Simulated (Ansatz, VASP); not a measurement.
**Li: VASP beside Ansatz**

```xyz
3
Lattice="1.4657 0.8038 7.5638 -1.6353 0.8348 7.5949 -0.0580 -1.8662 7.6062" Properties=species:S:1:pos:R:3 pbc="T T T"
Li    0.0000    0.0000    0.0000
Li   -0.0505   -0.0505    5.0538
Li   -0.1771   -0.1771   17.7111
```

Change from the starting cell: equal xy, yz and zx shear strains of -2 %.

Alike in both runs: task single point; functional LDA; k mesh 12 × 12 × 12; occupations fermi-dirac, width 0.08 eV; no spin polarisation.

|  | VASP | Ansatz |
| --- | --- | --- |
| version | VASP 6.6.1 | Ansatz 0.2.0 |
| potentials or method | VASP PAW LDA potentials, release 64 (Li_sv), cutoff 520 eV | all-electron LAPW, scalar-relativistic |

|  | VASP | Ansatz | Ansatz less VASP |
| --- | --- | --- | --- |
| rms of the force components (eV/Å) | 0.006 | 0.006 | -0.0001 |

LDA's correlation is that of Perdew and Zunger in VASP and of Perdew and Wang (1992) in Ansatz. Atom by atom the forces differ by 0.000 eV/Å (rms over components). Ansatz ran all-electron here, and VASP with PAW potentials.

Noted on VASP's run: the cutoff is under 1.25 times that of the potentials, so the pressure is a little rough.
